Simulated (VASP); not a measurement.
# Al (I4/mmm) in VASP: notebook

The runs below take Al through single point, with PBEsol+D3(BJ).

All numbers are computed with VASP 6.6.1; they aren't measurements. Logs are shortened: lines on timing, memory, paths and dates and some standing lists are left out, and cuts for length are marked.

## (1) The cell of the first run

Symmetry: I4/mmm, No. 139, tetragonal system. The conventional cell has a = 2.862 Å, b = 2.862 Å, c = 3.927 Å, α = 90.00°, β = 90.00°, γ = 90.00°. Al (site symmetry 4/mmm) has 12 Al at 2.82 to 2.86 Å within 3.7 Å.

## (2) Single point, PBEsol+D3(BJ) (strain -0.0300 x Voigt [0, 0, 1, 0, 0, 0])

INCAR reads:

```
PREC = Accurate
ENCUT = 520
EDIFF = 1E-7
ISMEAR = 0
SIGMA = 0.15
LREAL = False
LASPH = True
NELM = 60
ALGO = Normal
ISIF = 2
LWAVE = False
LCHARG = False
GGA = PS
IVDW = 12
NBANDS = 8
```

KPOINTS reads:

```
regular mesh
0
Gamma
  20 20 20
```

POSCAR reads:

```
Al
1.0
    0.0000000000      2.0239800000      1.9632606000
    2.0239800000      0.0000000000      1.9632606000
    2.0239800000      2.0239800000      0.0000000000
Al
1
Direct
    0.0000000000      0.0000000000      0.0000000000
```

Potentials or basis: VASP PAW PBE potentials, release 64 (Al).

On the command line:

```bash
> cat potpaw_PBE.64/Al/POTCAR > POTCAR
> mpirun -np 1 vasp_std > vasp.out
```

OUTCAR:

```text
PREC = Accurate
   ENCUT = 520
   EDIFF = 1E-7
   ISMEAR = 0
   LREAL = False
   LASPH = True
   NELM = 60
   ISIF = 2
   GGA = PS
   IVDW = 12
 IVDW          = 12

 ion  position               nearest neighbor table
   1  0.000  0.000  0.000-

  LATTYP: Found a body centered tetragonal cell.
 ALAT       =     2.8623399660
 C/A-ratio  =     1.3717871555

  Lattice vectors:

 A1 = (   0.0000000000,  -2.0239800000,  -1.9632606000)
 A2 = (   0.0000000000,   2.0239800000,  -1.9632606000)
 A3 = (   2.0239800000,   0.0000000000,   1.9632606000)

Analysis of symmetry for initial positions (statically):
=====================================================================
 Subroutine PRICEL returns:
 Original cell was already a primitive cell.

 Routine SETGRP: Setting up the symmetry group for a
 body centered tetragonal supercell.

 Subroutine GETGRP returns: Found 16 space group operations
 (whereof 16 operations were pure point group operations)
 out of a pool of 16 trial point group operations.

The static configuration has the point symmetry D_4h.

Analysis of symmetry for dynamics (positions and initial velocities):
=====================================================================
 Subroutine PRICEL returns:
 Original cell was already a primitive cell.

 Routine SETGRP: Setting up the symmetry group for a
 body centered tetragonal supercell.

 Subroutine GETGRP returns: Found 16 space group operations
 (whereof 16 operations were pure point group operations)
 out of a pool of 16 trial point group operations.

The dynamic configuration has the point symmetry D_4h.

 Subroutine INISYM returns: Found 16 space group operations
 (whereof 16 operations are pure point group operations),
 and found     1 'primitive' translations

----------------------------------------------------------------------------------------

                                     Primitive cell

  volume of cell :      16.0850

  direct lattice vectors                    reciprocal lattice vectors
     0.000000000  2.023980000  1.963260600    -0.247038014  0.247038014  0.254678365
     2.023980000  0.000000000  1.963260600     0.247038014 -0.247038014  0.254678365
     2.023980000  2.023980000  0.000000000     0.247038014  0.247038014 -0.254678365

  length of vectors
     2.819731765  2.819731765  2.862339966     0.432338560  0.432338560  0.432338560

  position of ions in fractional coordinates (direct lattice)
     0.000000000  0.000000000  0.000000000

  ion indices of the primitive-cell ions
   primitive index   ion index
                 1           1

----------------------------------------------------------------------------------------

 KPOINTS: regular mesh

Automatic generation of k-mesh.
 Grid dimensions read from file:
 generate k-points for:   20   20   20

 Generating k-lattice:

  Cartesian coordinates                     Fractional coordinates (reciprocal lattice)
    -0.012351901  0.012351901  0.012733918     0.050000000  0.000000000  0.000000000
     0.012351901 -0.012351901  0.012733918     0.000000000  0.050000000  0.000000000
     0.012351901  0.012351901 -0.012733918    -0.000000000 -0.000000000  0.050000000

  Length of vectors
     0.021616928  0.021616928  0.021616928

  Shift w.r.t. Gamma in fractional coordinates (k-lattice)
     0.000000000  0.000000000  0.000000000

 Subroutine IBZKPT returns following result:
 ===========================================

 Found    641 irreducible k-points:

 Following reciprocal coordinates:
            Coordinates               Weight
  0.000000  0.000000  0.000000      1.000000
  0.050000  0.000000  0.000000      8.000000
  0.100000 -0.000000  0.000000      8.000000
  0.150000  0.000000  0.000000      8.000000
  0.200000 -0.000000  0.000000      8.000000
  0.250000  0.000000  0.000000      8.000000
[... 16 lines left out ...]
 -0.400000  0.050000  0.000000      8.000000
 -0.350000  0.050000  0.000000      8.000000
 [... further k-points ...]
   k-points           NKPTS =    641   k-points in BZ     NKDIM =    641   number of bands    NBANDS=      8
   number of dos      NEDOS =    301   number of ions     NIONS =      1
   total plane-waves  NPLWV =  13824
   dimension x,y,z NGX =    24 NGY =   24 NGZ =   24
   dimension x,y,z NGXF=    48 NGYF=   48 NGZF=   48
   ions per type =               1
   NGX,Y,Z   is equivalent  to a cutoff of  14.15, 14.15, 13.94 a.u.
   NGXF,Y,Z  is equivalent  to a cutoff of  28.30, 28.30, 27.88 a.u.
 SYSTEM =  unknown system
   PREC   = accura    normal or accurate (medium, high low for compatibility)
   ISTART =      0    job   : 0-new  1-cont  2-samecut
   ICHARG =      2    charge: 1-file 2-atom 10-const
   ISPIN  =      1    spin polarized calculation?
   LNONCOLLINEAR =      F non collinear calculations
   LSORBIT =      F    spin-orbit coupling
   LASPH  =      T    aspherical Exc in radial PAW
   ENCUT  =  520.0 eV  38.22 Ry    6.18 a.u.   5.24  5.24  5.32*2*pi/ulx,y,z
   NELM   =     60;   NELMIN=  2; NELMDL= -5     # of ELM steps
   EDIFF  = 0.1E-06   stopping-criterion for ELM
   LREAL  =      F    real-space projection
   EDIFFG = 0.1E-05   stopping-criterion for IOM
   NSW    =      0    number of steps for IOM
   IBRION =     -1    ionic relax: 0-MD 1-quasi-New 2-CG
   NFREE  =      0    steps in history (QN), initial steepest desc. (CG)
   ISIF   =      2    stress and relaxation
   ISYM   =      2    0-nonsym 1-usesym 2-fastsym
   POTIM  = 0.5000    time-step for ionic-motion
   TEBEG  =    0.0;   TEEND  =   0.0 temperature during run
   PSTRESS=    0.0 pullay stress
   NELECT =       3.0000    total number of electrons
   NUPDOWN=      -1.0000    fix difference up-down
   EMIN   =  10.00;   EMAX   =-10.00  energy-range for DOS
   EFERMI =   0.00;   METHOD = LEGACY
   ISMEAR =     0;   SIGMA  =   0.15  broadening in eV -4-tet -1-fermi 0-gaus
   EFERMI_NEDOS =   21; number of points for ismear=-14 and -15
   IALGO  =     38    algorithm
   IMIX   =      4    mixing-type and parameters
     AMIX     =   0.40;   BMIX     =  1.00
     AMIX_MAG =   1.60;   BMIX_MAG =  1.00
  volume/ion in A,a.u.               =      16.08       108.55
  Fermi-wavevector in a.u.,A,eV,Ry     =   0.935352  1.767559 11.903513  0.874884
  Thomas-Fermi vector in A             =   2.062251
   LORBIT       =      0    0 simple, 1 ext, 2 COOP (PROOUT), +10 PAW based schemes
   GGA     = PS    functional components
   LHFCALC =     F    Hartree Fock is set to
   AEXX    =    0.0000 exact exchange contribution
   IVDW    =    12    specifies the selected vdW correction
   LEPSILON=     F    determine dielectric tensor
   LRPA    =     F    only Hartree local field effects (RPA)
 non-spin polarized calculation
 Gauss-broadening in eV      SIGMA  =   0.15
  energy-cutoff  :      520.00
  volume of cell :       16.08
 maximum number of plane-waves:       444
 NGX is ok and might be reduce to    24
   NGX = 11   NGY = 11   NGZ = 11

 number of electron       3.0000000 magnetization

 Free energy of the ion-electron system (eV)
  ---------------------------------------------------
  ext. energy  EPLUGINS =         0.00000000
  ---------------------------------------------------
  free energy    TOTEN  =        -4.09307964 eV

  energy without entropy =       -4.08881174  energy(sigma->0) =       -4.09094569

 E-fermi :   8.2390     XC(G=0): -10.3502

 val. band max:        8.2334795728   @ k =  -0.3000   0.4000   0.3000
 cond. band min:       8.2430087560   @ k =  -0.3500   0.1000   0.4000
 fundamental gap:      0.0095291833
 Fermi energy:         8.2390070675

 k-point     1 :       0.0000    0.0000    0.0000
  band No.  band energies     occupation
      1      -3.0894      2.00000
      2      20.8561      0.00000
      3      20.8561      0.00000
      4      21.1845      0.00000
      5      22.5799      0.00000
      6      22.6797      0.00000
      7      22.6797      0.00000
      8      24.9024      0.00000

 k-point     2 :       0.0500    0.0000    0.0000
  band No.  band energies     occupation
      1      -3.0203      2.00000
      2      19.6650      0.00000
      3      20.6098      0.00000
      4      20.8469      0.00000
      5      22.9469      0.00000
      6      23.0310      0.00000
      7      23.1642      0.00000
      8      25.6403      0.00000

 k-point     3 :       0.1000   -0.0000    0.0000
  band No.  band energies     occupation
      1      -2.8131      2.00000
      2      17.6739      0.00000
      3      20.1491      0.00000
      4      20.4088      0.00000
      5      23.2491      0.00000
      6      23.7122      0.00000
      7      23.7776      0.00000
      8      26.0089      0.00000

 k-point     4 :       0.1500    0.0000    0.0000
  band No.  band energies     occupation
      1      -2.4684      2.00000
      2      15.6280      0.00000
      3      19.7066      0.00000
      4      20.0115      0.00000
      5      23.1191      0.00000
      6      24.2945      0.00000
      7      24.5361      0.00000
      8      25.4626      0.00000

 k-point     5 :       0.2000   -0.0000    0.0000
  band No.  band energies     occupation
      1      -1.9874      2.00000
      2      13.6287      0.00000
      3      19.3461      0.00000
      4      19.7027      0.00000
      5      22.9520      0.00000
      6      23.6060      0.00000
      7      24.4654      0.00000
      8      26.1102      0.00000

 k-point     6 :       0.2500    0.0000    0.0000
  band No.  band energies     occupation
      1      -1.3714      2.00000
      2      11.7086      0.00000
      3      19.0868      0.00000
      4      19.4969      0.00000
      5      22.6911      0.00000
      6      22.8236      0.00000
      7      23.5803      0.00000
      8      27.2197      0.00000

 k-point     7 :       0.3000    0.0000    0.0000
  band No.  band energies     occupation
      1      -0.6222      2.00000
      2       9.8833      0.00000
      3      18.9361      0.00000
      4      19.3997      0.00000
      5      21.8353      0.00000
      6      22.6456      0.00000
      7      22.8270      0.00000
      8      26.5111      0.00000
[... 133 lines left out ...]
 k-point    20 :       0.4500    0.0500    0.0000
  band No.  band energies     occupation
      1       2.0999      2.00000
      2       5.5591      2.00000
      3      18.0678      0.00000
      4      19.4957      0.00000
      5      19.7698      0.00000
      6      21.1743      0.00000
      7      24.3871      0.00000
      8      24.6615      0.00000

 k-point    21 :       0.5000    0.0500    0.0000
  band No.  band energies     occupation
      1       3.3025      2.00000
      2       4.1617      2.00000
      3      18.3378      0.00000
      4      19.0262      0.00000
      5      19.9925      0.00000
      6      20.7193      0.00000
      7      24.1359      0.00000
      8      24.7890      0.00000

 k-point    22 :      -0.4500    0.0500    0.0000
  band No.  band energies     occupation
      1       2.8282      2.00000
      2       4.6826      2.00000
      3      18.6065      0.00000
      4      18.7249      0.00000
      5      20.3783      0.00000
      6      20.3990      0.00000
      7      23.7247      0.00000
      8      25.3031      0.00000

 k-point    23 :      -0.4000    0.0500    0.0000
  band No.  band energies     occupation
      1       1.6609      2.00000
      2       6.1377      2.00000
      3      18.2985      0.00000
      4      19.2287      0.00000
      5      20.1514      0.00000
      6      20.9262      0.00000
      7      23.4327      0.00000
      8      25.9239      0.00000

 k-point    24 :      -0.3500    0.0500    0.0000
  band No.  band energies     occupation
      1       0.6143      2.00000
      2       7.7123      2.00000
      3      18.1063      0.00000
      4      19.8465      0.00000
      5      20.0400      0.00000
      6      21.5657      0.00000
      7      23.2617      0.00000
      8      26.6376      0.00000

 [... further k-points ...]

------------------------ aborting loop because EDIFF is reached ----------------------------------------

 Edisp (eV)   -0.32577

 E8    (eV) :    -0.2194

  FORCE on cell =-STRESS in cart. coord.  units (eV):
  Direction    XX          YY          ZZ          XY          YZ          ZX
  --------------------------------------------------------------------------------------
  -------------------------------------------------------------------------------------
  Total      -0.30864    -0.30864    -0.19476     0.00000    -0.00000     0.00000
  in kB     -30.74322   -30.74322   -19.39931     0.00000    -0.00000     0.00000
  external pressure =      -26.96 kB  Pullay stress =        0.00 kB

 VOLUME and BASIS-vectors are now :
 -----------------------------------------------------------------------------
  energy-cutoff  :      520.00
  volume of cell :       16.08
      direct lattice vectors                 reciprocal lattice vectors
     0.000000000  2.023980000  1.963260600    -0.247038014  0.247038014  0.254678365
     2.023980000  0.000000000  1.963260600     0.247038014 -0.247038014  0.254678365
     2.023980000  2.023980000  0.000000000     0.247038014  0.247038014 -0.254678365

 POSITION                                       TOTAL-FORCE (eV/Angst)
 -----------------------------------------------------------------------------------
      0.00000      0.00000      0.00000         0.000000      0.000000      0.000000
 -----------------------------------------------------------------------------------
    total drift:                                0.000000     -0.000000     -0.000000

  FREE ENERGIE OF THE ION-ELECTRON SYSTEM (eV)
  ---------------------------------------------------
  free  energy   TOTEN  =        -4.4188469759 eV

  energy  without entropy=       -4.4145790789  energy(sigma->0) =       -4.41671303
```

Run time: 24 s. Hardware: 1 thread of Intel Xeon Platinum 8559C (Emerald Rapids), shared host; peak memory 0.19 GiB.

What came out:

* Free energy: -4.4188 eV
* Pressure: -2.7 GPa
* Dispersion energy per atom: -0.326 eV

Stress tensor (GPa, compression positive):
```
-3.07  0.00  0.00
 0.00 -3.07  0.00
 0.00  0.00 -1.94
```

Levels at points of the mesh, in eV from the Fermi level:
| k point | band 1 | band 2 | band 3 | band 4 |
| --- | --- | --- | --- | --- |
| (0.00, 0.00, 0.00) | -11.33 | 12.62 | 12.62 | 12.95 |
| (0.50, 0.00, 0.00) | -4.72 | -4.43 | 11.19 | 11.27 |
| (0.50, 0.50, 0.00) | -2.69 | -1.21 | 5.00 | 5.31 |
| (0.50, 0.00, 0.50) | -3.15 | -1.84 | 5.37 | 5.78 |

Caveat: the cell differs from its parent crystal (strain -0.0300 x Voigt [0, 0, 1, 0, 0, 0]); the PAW data sets were made with another functional, which shifts forces and pressure a little; pairwise dispersion overbinds metals, which lowers pressure and volume.

## (3) Single point, PBEsol+D3(BJ) (strain -0.0150 x Voigt [0, 0, 1, 0, 0, 0])

INCAR reads:

```
PREC = Accurate ; ENCUT = 520
EDIFF = 1E-6 ; ISMEAR = 0
SIGMA = 0.15 ; LREAL = False
LASPH = True ; NELM = 60
ALGO = Normal ; ISIF = 2
LWAVE = False ; LCHARG = False
GGA = PS ; IVDW = 12
NBANDS = 8
```

KPOINTS reads:

```
Automatic mesh
0
Gamma
  20 20 20
```

POSCAR reads:

```
Al
1.0
    0.0000000000      2.0239800000      1.9936203000
    2.0239800000      0.0000000000      1.9936203000
    2.0239800000      2.0239800000      0.0000000000
Al
1
Direct
    0.0000000000      0.0000000000      0.0000000000
```

Potentials or basis: VASP PAW PBE potentials, release 64 (Al).

On the command line:

```bash
> cat potpaw_PBE.64/Al/POTCAR > POTCAR
> mpirun -np 1 vasp_std > vasp.out
```

It took 21 s on 1 thread of Intel Xeon Platinum 8559C (Emerald Rapids), shared host; peak memory 0.19 GiB.

Results (log left out):

* Free energy: -4.4143 eV
* Pressure: -3.9 GPa
* Dispersion energy per atom: -0.321 eV

Stress tensor (GPa, compression positive):
```
-3.98  0.00  0.00
 0.00 -3.98  0.00
 0.00  0.00 -3.77
```

Levels at points of the mesh, in eV from the Fermi level:
| k point | band 1 | band 2 | band 3 | band 4 | band 5 | band 6 |
| --- | --- | --- | --- | --- | --- | --- |
| (0.00, 0.00, 0.00) | -11.24 | 12.56 | 12.56 | 12.73 | 14.15 | 14.20 |
| (0.50, 0.00, 0.00) | -4.67 | -4.42 | 11.28 | 11.28 | 11.61 | 11.64 |
| (0.50, 0.50, 0.00) | -2.83 | -1.44 | 5.10 | 5.41 | 5.41 | 8.93 |
| (0.50, 0.00, 0.50) | -3.05 | -1.75 | 5.28 | 5.64 | 5.75 | 9.21 |

Caveat: the cell differs from its parent crystal (strain -0.0150 x Voigt [0, 0, 1, 0, 0, 0]); the PAW data sets were made with another functional, which shifts forces and pressure a little; pairwise dispersion overbinds metals, which lowers pressure and volume.

[end of part 1 of 2]
